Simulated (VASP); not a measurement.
# NaSrI (P4/nmm) in VASP: single point with PBE

Aim: the single point of NaSrI with PBE.

Everything below comes from runs of VASP 6.6.1. Logs are shortened: lines on timing, memory, paths and dates and some standing lists are left out, and cuts for length are marked.

## (1) The cell of the first run

The structure is tetragonal, space group P4/nmm (No. 129). Conventional cell: a = 4.619 Å, b = 4.619 Å, c = 8.929 Å, α = 90.00°, β = 90.00°, γ = 90.00°. Within 3.8 Å of Sr (site symmetry 4mm) lie 4 Na at 2.92 Å and 4 I at 3.39 Å. Within 3.8 Å of Na (site symmetry -4m2) lie 4 Sr at 2.92 Å and 4 Na at 3.27 Å and 4 I at 3.54 Å. I (site symmetry 4mm) has 6 Sr at 3.39 to 4.46 Å and 4 Na at 3.54 Å within 4.5 Å.

## (2) Single point, PBE

Contents of INCAR:

```
SYSTEM = NaSrI
PREC = Accurate
ENCUT = 520
EDIFF = 1E-6
ISMEAR = -1
SIGMA = 0.0609
LREAL = .False.
LASPH = .True.
NELM = 100
ALGO = Normal
ISIF = 2
LWAVE = .False.
LCHARG = .True.
GGA = PE
LELF = .True.
LVHAR = .True.
NBANDS = 33
```

Contents of KPOINTS:

```
Automatic mesh
0
Gamma
  7 7 4
  0 0 0
```

Contents of POSCAR:

```
NaSrI
1.0
    4.6187900000      0.0000000000      0.0000000000
    0.0000000000      4.6187900000      0.0000000000
    0.0000000000      0.0000000000      8.9290270000
Sr Na I
2 2 2
Direct
    0.0000000000      0.5000000000      0.2000000000
    0.5000000000      0.0000000000      0.8000000000
    0.0000000000      0.0000000000      0.0000000000
    0.5000000000      0.5000000000      0.0000000000
    0.0000000000      0.5000000000      0.7000000000
    0.5000000000      0.0000000000      0.3000000000
```

Potentials or basis: VASP PAW PBE potentials, release 64 (Sr_sv, Na_pv, I).

On the command line:

```console
$ cat potpaw_PBE.64/Sr_sv/POTCAR potpaw_PBE.64/Na_pv/POTCAR potpaw_PBE.64/I/POTCAR > POTCAR
$ mpirun -np 1 vasp_std > vasp.out
```

OUTCAR:

```text
SYSTEM = NaSrI
   PREC = Accurate
   ENCUT = 520
   EDIFF = 1E-6
   ISMEAR = -1
   LREAL = .False.
   LASPH = .True.
   NELM = 100
   ISIF = 2
   GGA = PE

 ion  position               nearest neighbor table
   1  0.000  0.500  0.200-   3 2.92   4 2.92   3 2.92   4 2.92   6 3.39   6 3.39   6 3.39   6 3.39
                             2 4.84   2 4.84   2 4.84   2 4.84
   2  0.500  0.000  0.800-   3 2.92   4 2.92   4 2.92   3 2.92   5 3.39   5 3.39   5 3.39   5 3.39
                             1 4.84   1 4.84   1 4.84   1 4.84
   3  0.000  0.000  0.000-   1 2.92   2 2.92   1 2.92   2 2.92
   4  0.500  0.500  0.000-   1 2.92   2 2.92   2 2.92   1 2.92
   5  0.000  0.500  0.700-   2 3.39   2 3.39   2 3.39   2 3.39
   6  0.500  0.000  0.300-   1 3.39   1 3.39   1 3.39   1 3.39

  LATTYP: Found a simple tetragonal cell.
 ALAT       =     4.6187900000
 C/A-ratio  =     1.9331961401

  Lattice vectors:

 A1 = (   4.6187900000,   0.0000000000,   0.0000000000)
 A2 = (   0.0000000000,   4.6187900000,   0.0000000000)
 A3 = (   0.0000000000,   0.0000000000,   8.9290270000)

Analysis of symmetry for initial positions (statically):
=====================================================================
 Subroutine PRICEL returns:
 Original cell was already a primitive cell.

 Routine SETGRP: Setting up the symmetry group for a
 simple tetragonal supercell.

 Subroutine GETGRP returns: Found 16 space group operations
 (whereof  8 operations were pure point group operations)
 out of a pool of 16 trial point group operations.

The static configuration has the point symmetry D_2d.
 The point group associated with its full space group is D_4h.

Analysis of symmetry for dynamics (positions and initial velocities):
=====================================================================
 Subroutine PRICEL returns:
 Original cell was already a primitive cell.

 Routine SETGRP: Setting up the symmetry group for a
 simple tetragonal supercell.

 Subroutine GETGRP returns: Found 16 space group operations
 (whereof  8 operations were pure point group operations)
 out of a pool of 16 trial point group operations.

The dynamic configuration has the point symmetry D_2d.
 The point group associated with its full space group is D_4h.

 Subroutine INISYM returns: Found 16 space group operations
 (whereof  8 operations are pure point group operations),
 and found     1 'primitive' translations

----------------------------------------------------------------------------------------
[... 104 lines left out ...]
   NSW    =      0    number of steps for IOM
   IBRION =     -1    ionic relax: 0-MD 1-quasi-New 2-CG
   NFREE  =      0    steps in history (QN), initial steepest desc. (CG)
   ISIF   =      2    stress and relaxation
   ISYM   =      2    0-nonsym 1-usesym 2-fastsym
   POTIM  = 0.5000    time-step for ionic-motion
   TEBEG  =    0.0;   TEEND  =   0.0 temperature during run
   PSTRESS=    0.0 pullay stress
   NELECT =      48.0000    total number of electrons
   NUPDOWN=      -1.0000    fix difference up-down
   EMIN   =  10.00;   EMAX   =-10.00  energy-range for DOS
   EFERMI =   0.00;   METHOD = LEGACY
   ISMEAR =    -1;   SIGMA  =   0.06  broadening in eV -4-tet -1-fermi 0-gaus
   EFERMI_NEDOS =   21; number of points for ismear=-14 and -15
   IALGO  =     38    algorithm
   IMIX   =      4    mixing-type and parameters
     AMIX     =   0.40;   BMIX     =  1.00
     AMIX_MAG =   1.60;   BMIX_MAG =  1.00
  volume/ion in A,a.u.               =      31.75       214.24
  Fermi-wavevector in a.u.,A,eV,Ry     =   1.034035  1.954042 14.547723  1.069227
  Thomas-Fermi vector in A             =   2.168310
   LORBIT       =      0    0 simple, 1 ext, 2 COOP (PROOUT), +10 PAW based schemes
   GGA     = PE    functional components
   LHFCALC =     F    Hartree Fock is set to
   AEXX    =    0.0000 exact exchange contribution
   IVDW    =     0    specifies the selected vdW correction
   LEPSILON=     F    determine dielectric tensor
   LRPA    =     F    only Hartree local field effects (RPA)
 non-spin polarized calculation
  energy-cutoff  :      520.00
  volume of cell :      190.48
 maximum number of plane-waves:      5153
 NGX is ok and might be reduce to    36
   NGX = 17   NGY = 17   NGZ = 33

 number of electron      48.0000016 magnetization

 Free energy of the ion-electron system (eV)
  ---------------------------------------------------
  ext. energy  EPLUGINS =         0.00000000
  ---------------------------------------------------
  free energy    TOTEN  =        -9.33729549 eV

  energy without entropy =       -9.31435085  energy(sigma->0) =       -9.32582317

 E-fermi :   4.6900     XC(G=0):  -8.3587

 val. band max:        4.6064883181   @ k =   0.2857   0.0000   0.2500
 cond. band min:       4.7246506101   @ k =   0.1429   0.0000   0.5000
 fundamental gap:      0.1181622920
 Fermi energy:         4.6900444954

 k-point     1 :       0.0000    0.0000    0.0000
  band No.  band energies     occupation
      1     -32.2508      2.00000
      2     -32.2505      2.00000
      3     -20.5255      2.00000
      4     -20.5060      2.00000
      5     -20.4882      2.00000
      6     -20.4882      2.00000
[... 853 lines left out ...]
     32       7.2605      0.00000
     33       7.3006      0.00000

 [... further k-points ...]

------------------------ aborting loop because EDIFF is reached ----------------------------------------

  FORCE on cell =-STRESS in cart. coord.  units (eV):
  Direction    XX          YY          ZZ          XY          YZ          ZX
  --------------------------------------------------------------------------------------
  -------------------------------------------------------------------------------------
  Total        8.1481407      8.1481407     12.6714444      0.0000000     -0.0000000     -0.0000000
  in kB       68.5343865     68.5343865    106.5801032      0.0000000     -0.0000000     -0.0000000
  external PRESSURE =      81.2162921 kB  Pullay stress =       0.0000000 kB

 VOLUME and BASIS-vectors are now :
 -----------------------------------------------------------------------------
  energy-cutoff  :      520.00
  volume of cell :      190.48
      direct lattice vectors                 reciprocal lattice vectors
     4.618790000  0.000000000  0.000000000     0.216506921  0.000000000  0.000000000
     0.000000000  4.618790000  0.000000000     0.000000000  0.216506921  0.000000000
     0.000000000  0.000000000  8.929027000     0.000000000  0.000000000  0.111994286

 POSITION                                       TOTAL-FORCE (eV/Angst)
 -----------------------------------------------------------------------------------
      0.00000      2.30939      1.78581         0.000000     -0.000000      2.585619
      2.30939      0.00000      7.14322        -0.000000     -0.000000     -2.585619
      0.00000      0.00000      0.00000         0.000000      0.000000      0.000000
      2.30939      2.30939      0.00000         0.000000     -0.000000      0.000000
      0.00000      2.30939      6.25032         0.000000     -0.000000     -0.965038
      2.30939      0.00000      2.67871         0.000000      0.000000      0.965038
 -----------------------------------------------------------------------------------
    total drift:                                0.000000      0.000000      0.000000

  FREE ENERGIE OF THE ION-ELECTRON SYSTEM (eV)
  ---------------------------------------------------
  free  energy   TOTEN  =        -9.3372954860 eV

  energy  without entropy=       -9.3143508468  energy(sigma->0) =       -9.32582317
```

stdout:

```text
POSCAR found type information on POSCAR SrNaI
 POSCAR found :  3 types and       6 ions
 scaLAPACK will be used
 LDA part: xc-table for (Slater+PW92), standard interpolation
 POSCAR, INCAR and KPOINTS ok, starting setup
 FFT: planning ... GRIDC
 FFT: planning ... GRID_SOFT
 FFT: planning ... GRID
 WAVECAR not read
 entering main loop
```

It used 670 s of CPU time on 1 thread of AMD EPYC 7R13 Processor (Zen 3) (shared host).

Results:

- Free energy: -9.3373 eV
- Pressure: 8.1 GPa
- Largest force: 2.586 eV/Å
- Band gap on the k mesh: zero (band 24 reaches 4.61 eV, above the bottom of band 25 at 4.39 eV)

Forces in eV/Å, atoms in the order of the input:
```
Sr   0.000  0.000  2.586
Sr   0.000  0.000 -2.586
Na   0.000  0.000  0.000
Na   0.000  0.000  0.000
I    0.000  0.000 -0.965
I    0.000  0.000  0.965
```

Stress tensor (GPa, compression positive):
```
 6.85  0.00  0.00
 0.00  6.85  0.00
 0.00  0.00 10.66
```

Levels at points of the mesh, in eV from the Fermi level:
```csv
k point,band 22,band 23,band 24,band 25,band 26,band 27
"(0.00, 0.00, 0.00)",-4.21,-2.05,-0.68,-0.18,0.67,1.02
"(0.00, 0.00, 0.50)",-4.21,-1.15,-0.59,-0.30,0.07,1.12
```

Caveat: spin-orbit coupling is left out, which moves the levels of the heavy elements; forces of over 1 eV/Å act on the atoms, so gaps and moduli don't describe the material at rest.
